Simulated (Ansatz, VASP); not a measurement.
Lu: VASP beside Ansatz

The input INCAR:

```
SYSTEM = Lu
PREC = Accurate
ENCUT = 520
EDIFF = 1E-7
ISMEAR = -1
SIGMA = 0.05
LREAL = .FALSE.
LASPH = .TRUE.
NELM = 60
ALGO = Fast
ISIF = 2
LWAVE = .FALSE.
LCHARG = .FALSE.
GGA = PS
NBANDS = 32
```

File KPOINTS:

```
Automatic mesh
0
G
  9 9 5
  0 0 0
```

POSCAR

```
Lu
1.0
    3.5031000000      0.0000000000      0.0000000000
   -1.7515500000      3.0337735920      0.0000000000
    0.0000000000      0.0000000000      5.5509000000
Lu
2
Direct
    0.6666666667      0.3333333333      0.7500000000
    0.3333333333      0.6666666667      0.2500000000
```

File input.yaml:

```yaml
crystal:
  lattice:
    - [3.5031, 0.0, 0.0]
    - [-1.75155, 3.033773592, 0.0]
    - [0.0, 0.0, 5.5509]
  atoms:
    - { symbol: Lu, position: [0.6666666667, 0.3333333333, 0.75] }
    - { symbol: Lu, position: [0.3333333333, 0.6666666667, 0.25] }
hamiltonian:
  xc: pbesol
  pseudopotentials: { kind: paw, source: jth, xc_functional: pbe }
kpoints:
  mp_grid: { grid: [9, 9, 5] }
  band_path:
    path:
      - [[0.0, 0.0, 0.0], [0.5, 0.0, 0.0], [0.3333333333, 0.3333333333, 0.0], [0.0, 0.0, 0.0], [0.0, 0.0, 0.5], [0.5, 0.0, 0.5], [0.3333333333, 0.3333333333, 0.5], [0.0, 0.0, 0.5]]
      - [[0.5, 0.0, 0.5], [0.5, 0.0, 0.0]]
      - [[0.3333333333, 0.3333333333, 0.0], [0.3333333333, 0.3333333333, 0.5]]
    npoints: 14
scf:
  occupations: { method: fermi_dirac, width: 0.05 }
  n_extra_bands: 6
output:
  forces: true
  stress: true
  eigenvalues: true
  fatbands: false
```

Alike in both runs: functional PBEsol; k mesh 9 × 9 × 5; occupations fermi-dirac, width 0.05 eV; no spin polarisation.

```csv
,VASP,Ansatz
version,VASP 6.6.1,Ansatz 0.2.0
potentials or method,"VASP PAW PBE potentials, release 64 (Lu)",JTH PAW
plane-wave cutoff (eV),520,1290
valence electrons in the cell,50,50
task,single point,band structure
```

VASP gave:

| Property | Result |
| --- | --- |
| gap on the k mesh at the Fermi level (eV) | none |
| pressure (GPa) | -3.0 |
| traceless stress, the component that is largest in VASP (GPa) | -0.71 |

Q: What did Ansatz give for the same quantities?

A: gap on the k mesh at the Fermi level (eV): none; pressure (GPa): -3.3; traceless stress, the component that is largest in VASP (GPa): -0.59.

VASP's potentials were made for PBE, not for PBEsol. A gap of «none» marks a metal or a gap that the smearing closes.

Neither program's run includes spin-orbit coupling.
